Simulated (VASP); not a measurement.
# Mg8HO8 in VASP: further runs

Runs on Mg8HO8. Level: PBE+D3(BJ). Tasks: single point.

All numbers are computed with VASP 6.6.1; they aren't measurements. Logs are shortened: lines on timing, memory, paths and dates and some standing lists are left out, and cuts for length are marked.

## Step 1: The cell of the first run

The cell holds a slab with vacuum, 34 atoms: a = 5.951 Å, b = 5.951 Å, c = 24.312 Å, α = 90.00°, β = 90.00°, γ = 90.00°.

## Step 2: Single point, PBE+D3(BJ)

The input, INCAR:

```
SYSTEM = Mg8HO8
ALGO = Normal
DIPOL = 0.5 0.5 0.473
EDIFF = 1E-6
ENCUT = 520
GGA = PE
IDIPOL = 3
ISIF = 2
ISMEAR = 0
IVDW = 12
LASPH = .True.
LCHARG = .False.
LDIPOL = .True.
LREAL = Auto
LWAVE = .False.
NBANDS = 88
NELM = 80
PREC = Accurate
SIGMA = 0.05
```

The input, KPOINTS:

```
k-points
0
Gamma
  3 3 1
  0 0 0
```

The input, POSCAR:

```
Mg8HO8
1.0
    5.9506164682      0.0000000000      0.0000000000
    0.0000000000      5.9506164682      0.0000000000
    0.0000000000      0.0000000000     24.3115818854
Mg O H
16 16 2
Direct
    0.2500000000      0.2500000000      0.3290612695
    0.2500000000      0.7500000000      0.3290612695
    0.7500000000      0.2500000000      0.3290612695
    0.7500000000      0.7500000000      0.3290612695
    0.5000000000      0.5000000000      0.4155986507
    0.5000000000      0.0000000000      0.4155986507
    0.0000000000      0.5000000000      0.4155986507
    0.0000000000      0.0000000000      0.4155986507
    0.7500683097      0.7500782869      0.5025542971
    0.7501078041      0.2498950870      0.5025472930
    0.2498799163      0.7501192432      0.5025378886
    0.2499225093      0.2499373199      0.5025529409
    0.0000873252     -0.0000826763      0.5890260726
    0.0000260589      0.5000605896      0.5883751844
    0.4999372847     -0.0000199036      0.5883725566
    0.4999553514      0.5000488089      0.5884137635
    0.5000000000      0.5000000000      0.3290612695
    0.5000000000      0.0000000000      0.3290612695
    0.0000000000      0.5000000000      0.3290612695
    0.0000000000      0.0000000000      0.3290612695
    0.7500000000      0.7500000000      0.4155986507
    0.7500000000      0.2500000000      0.4155986507
    0.2500000000      0.7500000000      0.4155986507
    0.2500000000      0.2500000000      0.4155986507
   -0.0000147798      0.0000160892      0.5023845417
   -0.0000142068      0.4999991051      0.5022700366
    0.5000032719      0.0000175546      0.5022710995
    0.4999969137      0.5000054513      0.5022317767
    0.2503681962      0.2503921075      0.5904741137
    0.2500409065      0.7499656367      0.5908118194
    0.7498815869      0.2501214757      0.5908561463
    0.7496150520      0.7496323330      0.5904750884
    0.0298024760     -0.0296240935      0.6948237093
   -0.0595744849      0.0595300528      0.6914882254
```

Potentials or basis: VASP PAW PBE potentials, release 64 (Mg, O, H).

Command:

```bash
$ cat potpaw_PBE.64/Mg/POTCAR potpaw_PBE.64/O/POTCAR potpaw_PBE.64/H/POTCAR > POTCAR
$ mpirun -np 1 vasp_std > vasp.out
```

OUTCAR:

```text
SYSTEM = Mg8HO8
   EDIFF = 1E-6
   ENCUT = 520
   GGA = PE
   ISIF = 2
   ISMEAR = 0
   IVDW = 12
   LASPH = .True.
   LREAL = Auto
   NELM = 80
   PREC = Accurate
 IVDW          = 12

 ion  position               nearest neighbor table
   1  0.250  0.250  0.329-  17 2.10  18 2.10  19 2.10  20 2.10  24 2.10   3 2.98   2 2.98   2 2.98
                             3 2.98   8 2.98   5 2.98   6 2.98   7 2.98
   2  0.250  0.750  0.329-  17 2.10  18 2.10  19 2.10  20 2.10  23 2.10   4 2.98   1 2.98   1 2.98
                             4 2.98   8 2.98   5 2.98   6 2.98   7 2.98
   3  0.750  0.250  0.329-  17 2.10  18 2.10  19 2.10  20 2.10  22 2.10   4 2.98   1 2.98   4 2.98
                             1 2.98   8 2.98   5 2.98   6 2.98   7 2.98
   4  0.750  0.750  0.329-  17 2.10  18 2.10  19 2.10  20 2.10  21 2.10   3 2.98   2 2.98   3 2.98
                             2 2.98   8 2.98   5 2.98   6 2.98   7 2.98
   5  0.500  0.500  0.416-  21 2.10  22 2.10  23 2.10  24 2.10  17 2.10  28 2.11   6 2.98   7 2.98
                             6 2.98   7 2.98   3 2.98   4 2.98   1 2.98   2 2.98  12 2.98  11 2.98
   6  0.500  0.000  0.416-  21 2.10  22 2.10  23 2.10  24 2.10  18 2.10  27 2.11   5 2.98   8 2.98
                             5 2.98   8 2.98   3 2.98   4 2.98   1 2.98   2 2.98  11 2.98  10 2.98
   7  0.000  0.500  0.416-  21 2.10  22 2.10  23 2.10  24 2.10  19 2.10  26 2.11   5 2.98   8 2.98
                             8 2.98   5 2.98   3 2.98   4 2.98   1 2.98   2 2.98  11 2.98  10 2.98
   8  0.000  0.000  0.416-  21 2.10  22 2.10  23 2.10  24 2.10  20 2.10  25 2.11   6 2.98   7 2.98
                             7 2.98   6 2.98   3 2.98   4 2.98   1 2.98   2 2.98  11 2.98  10 2.98
   9  0.750  0.750  0.503-  25 2.10  26 2.10  27 2.10  28 2.10  21 2.11  32 2.14  14 2.96  15 2.96
[... 16 lines left out ...]
  18  0.500  0.000  0.329-   1 2.10   2 2.10   3 2.10   4 2.10   6 2.10
  19  0.000  0.500  0.329-   1 2.10   2 2.10   3 2.10   4 2.10   7 2.10
  20  0.000  0.000  0.329-   1 2.10   2 2.10   3 2.10   4 2.10   8 2.10
  21  0.750  0.750  0.416-   5 2.10   6 2.10   7 2.10   8 2.10   4 2.10   9 2.11
  22  0.750  0.250  0.416-   5 2.10   6 2.10   7 2.10   8 2.10   3 2.10  10 2.11
  23  0.250  0.750  0.416-   5 2.10   6 2.10   7 2.10   8 2.10   2 2.10  11 2.11
  24  0.250  0.250  0.416-   5 2.10   6 2.10   7 2.10   8 2.10   1 2.10  12 2.11
  25  1.000  0.000  0.502-  10 2.10  11 2.10   9 2.10  12 2.10  13 2.11   8 2.11
  26  1.000  0.500  0.502-  14 2.09  10 2.10   9 2.10  12 2.10  11 2.10   7 2.11
  27  0.500  0.000  0.502-  15 2.09  10 2.10  12 2.10   9 2.10  11 2.10   6 2.11
  28  0.500  0.500  0.502-  16 2.10  12 2.10   9 2.10  10 2.10  11 2.10   5 2.11
  29  0.250  0.250  0.590-  16 2.10  15 2.10  14 2.10  13 2.11  12 2.14
  30  0.250  0.750  0.591-  13 2.10  16 2.10  15 2.10  14 2.10  11 2.15
  31  0.750  0.250  0.591-  16 2.10  14 2.11  15 2.11  13 2.11  10 2.15
  32  0.750  0.750  0.590-  16 2.10  14 2.10  15 2.10  13 2.11   9 2.14
  33  0.030  0.970  0.695-  34 0.76
  34  0.940  0.060  0.691-  33 0.76

  LATTYP: Found a simple tetragonal cell.
 ALAT       =     5.9506164682
 C/A-ratio  =     4.0855568520

  Lattice vectors:

 A1 = (   5.9506164682,   0.0000000000,   0.0000000000)
 A2 = (   0.0000000000,   5.9506164682,   0.0000000000)
 A3 = (   0.0000000000,   0.0000000000,  24.3115818854)

[... 196 lines left out ...]
   LHFCALC =     F    Hartree Fock is set to
   AEXX    =    0.0000 exact exchange contribution
   IVDW    =    12    specifies the selected vdW correction
   LEPSILON=     F    determine dielectric tensor
   LRPA    =     F    only Hartree local field effects (RPA)
 non-spin polarized calculation
 Gauss-broadening in eV      SIGMA  =   0.05
  energy-cutoff  :      520.00
  volume of cell :      860.87
 maximum number of plane-waves:     23194
 NGX is ok and might be reduce to    48
   NGX = 23   NGY = 23   NGZ = 91

 dipolmoment           0.000000      0.000000     -0.000064 electrons x Angstroem

 number of electron     129.9999940 magnetization

 dipolmoment           0.000000      0.000000      0.061732 electrons x Angstroem

 Free energy of the ion-electron system (eV)
  ---------------------------------------------------
  ext. energy  EPLUGINS =         0.00000000
  ---------------------------------------------------
  free energy    TOTEN  =      -193.47955804 eV

  energy without entropy =     -193.47955804  energy(sigma->0) =     -193.47955804

 E-fermi :  -1.8199     XC(G=0):  -4.6272

 val. band max:       -2.0910504154   @ k =   0.0000   0.0000   0.0000
 cond. band min:       1.2756715501   @ k =   0.0000   0.0000   0.0000
 fundamental gap:      3.3667219655
 Fermi energy:        -1.8198617746

 k-point     1 :       0.0000    0.0000    0.0000
  band No.  band energies     occupation
      1     -19.1223      2.00000
      2     -18.5910      2.00000
      3     -18.1198      2.00000
      4     -18.1040      2.00000
      5     -18.0672      2.00000
      6     -18.0658      2.00000
[... 389 lines left out ...]
     76       5.0090      0.00000
     77       5.2664      0.00000
 [bands above 77 left out]

------------------------ aborting loop because EDIFF is reached ----------------------------------------

 vacuum level on the upper side and lower side of the slab       (xc-potential included)         0.032        -0.254

 Edisp (eV)   -7.12595

 E8    (eV) :    -2.8754

  FORCE on cell =-STRESS in cart. coord.  units (eV):
  Direction    XX          YY          ZZ          XY          YZ          ZX
  --------------------------------------------------------------------------------------
  -------------------------------------------------------------------------------------
  Total     -14.51304   -14.51337     0.00709     0.06898    -0.00220     0.00130
  in kB     -27.01044   -27.01107     0.01320     0.12838    -0.00410     0.00242
  external pressure =      -18.00 kB  Pullay stress =        0.00 kB

 VOLUME and BASIS-vectors are now :
 -----------------------------------------------------------------------------
  energy-cutoff  :      520.00
  volume of cell :      860.87
      direct lattice vectors                 reciprocal lattice vectors
     5.950616468  0.000000000  0.000000000     0.168049816  0.000000000  0.000000000
     0.000000000  5.950616468  0.000000000     0.000000000  0.168049816  0.000000000
     0.000000000  0.000000000 24.311581885     0.000000000  0.000000000  0.041132659

 POSITION                                       TOTAL-FORCE (eV/Angst)
 -----------------------------------------------------------------------------------
      1.48765      1.48765      8.00000        -0.000153     -0.000123      0.438881
      1.48765      4.46296      8.00000        -0.000154      0.000158      0.438294
      4.46296      1.48765      8.00000         0.000156     -0.000151      0.438595
      4.46296      4.46296      8.00000         0.000127      0.000157      0.438908
      2.97531      2.97531     10.10386         0.000336     -0.000227      0.076840
      2.97531      0.00000     10.10386         0.000365      0.000420      0.071664
[... 26 lines left out ...]
      0.17734      5.77433     16.89226        -0.045994      0.045832     -0.009345
      5.59611      0.35424     16.81117         0.047057     -0.046935      0.004655
 -----------------------------------------------------------------------------------
    total drift:                                0.000089     -0.000211     -0.013432

  FREE ENERGIE OF THE ION-ELECTRON SYSTEM (eV)
  ---------------------------------------------------
  free  energy   TOTEN  =      -200.6055089809 eV

  energy  without entropy=     -200.6055089809  energy(sigma->0) =     -200.60550898

 vacuum level on the upper side and lower side of the slab         2.927         2.640
```

stdout:

```text
POSCAR found type information on POSCAR MgO H
 POSCAR found :  3 types and      34 ions
 scaLAPACK will be used
 LDA part: xc-table for (Slater+PW92), standard interpolation
 POSCAR, INCAR and KPOINTS ok, starting setup
 FFT: planning ... GRIDC
 FFT: planning ... GRID_SOFT
 FFT: planning ... GRID
 WAVECAR not read
 entering main loop
```

Wall time 13 min (1 thread of Intel Xeon 6975P-C (Granite Rapids), shared host); peak memory 0.96 GiB.

Results:

```yaml
Free_energy: -200.6055 eV
Largest_force: 0.550 eV/Å
Band_gap_on_the_k_mesh: 3.37 eV
Dispersion_energy_per_atom: -0.210 eV
```

Forces in eV/Å, atoms in the order of the input:
```
Mg   0.000  0.000  0.439
Mg   0.000  0.000  0.438
Mg   0.000  0.000  0.439
Mg   0.000  0.000  0.439
Mg   0.000  0.000  0.077
Mg   0.000  0.000  0.072
Mg   0.000  0.000  0.072
Mg   0.000  0.000  0.077
Mg  -0.001  0.000 -0.005
Mg  -0.001  0.000 -0.006
Mg   0.001  0.000 -0.006
Mg   0.001  0.001 -0.005
Mg  -0.001  0.001 -0.019
Mg  -0.001 -0.001 -0.026
Mg   0.001  0.001 -0.026
Mg   0.001 -0.001 -0.026
O    0.000  0.000 -0.549
O    0.000  0.000 -0.549
O    0.000  0.000 -0.549
O    0.000  0.000 -0.550
O    0.003  0.003  0.061
O    0.003 -0.003  0.063
O   -0.003  0.003  0.063
O   -0.003 -0.003  0.061
O    0.000  0.000  0.001
O    0.000  0.000  0.000
O    0.000  0.000  0.000
O    0.000  0.000  0.001
O    0.000  0.001  0.003
O    0.000  0.000  0.008
O    0.000  0.000  0.006
O   -0.001 -0.001  0.003
H   -0.046  0.046 -0.009
H    0.047 -0.047  0.005
```

[end of part 1 of 2]
